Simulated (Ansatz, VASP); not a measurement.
**Two plane-wave programs on MgI2**

The input INCAR:

```
SYSTEM = MgI2
PREC = Accurate
ENCUT = 520
EDIFF = 1E-6
ISMEAR = 0
SIGMA = 0.05
LREAL = .False.
LASPH = .True.
NELM = 100
ALGO = Normal
ISIF = 2
LWAVE = .False.
LCHARG = .False.
GGA = PE
NBANDS = 15
```

File KPOINTS:

```
regular mesh
0
Gamma
  6 6 4
  0 0 0
```

Contents of POSCAR:

```
MgI2
1.0
    4.1537001214      0.0000000000      0.0000000000
   -2.0768500607      3.5972098248      0.0000000000
    0.0000000000      0.0000000000      6.8620000000
Mg I
1 2
Direct
   -0.0208494927     -0.0416989854     -0.0218595162
    0.3333333333      0.6666666667      0.7576300000
    0.6666666667      0.3333333333      0.2423700000
```

Input for Ansatz:

```yaml
crystal:
  lattice:
    - [4.1537001214, 0.0, 0.0]
    - [-2.0768500607, 3.5972098248, 0.0]
    - [0.0, 0.0, 6.862]
  atoms:
    - { symbol: Mg, position: [-0.0208494927, -0.0416989854, -0.0218595162] }
    - { symbol: I, position: [0.3333333333, 0.6666666667, 0.75763] }
    - { symbol: I, position: [0.6666666667, 0.3333333333, 0.24237] }
basis:
  ecutwfc: 420
kpoints:
  mp_grid: { grid: [6, 6, 4] }
hamiltonian:
  xc: pbe
scf:
  occupations: { method: gaussian, width: 0.05 }
output:
  forces: true
  stress: true
  eigenvalues: true
```

Alike in both runs: task single point; functional PBE; k mesh 6 × 6 × 4; occupations gaussian, width 0.05 eV; no spin polarisation.

```csv
,VASP,Ansatz
version,VASP 6.6.1,Ansatz 0.2.0
potentials or method,"VASP PAW PBE potentials, release 64 (Mg, I), cutoff 520 eV","scalar-relativistic, plane waves, PAW"
valence electrons in the cell,16,44
```

```tsv
	VASP	Ansatz	Ansatz less VASP
gap on the k mesh at the Fermi level (eV)	3.27	3.28	+0.016
least direct gap on the mesh (eV)	3.41	3.43	+0.015
pressure (GPa)	1.6	1.7	+0.05
traceless stress, the component that is largest in VASP (GPa)	0.39	0.39	+0.002
rms of the force components (eV/Å)	0.388	0.389	+0.0007
```

Atom by atom the forces differ by 0.004 eV/Å (rms over components). With one functional, cell and mesh, what is left measures potentials, basis and numerics. VASP's potentials hold 16 valence electrons a cell and Ansatz's 44, so a difference there can come from the potentials and not from the codes.

Spin-orbit coupling is off throughout.
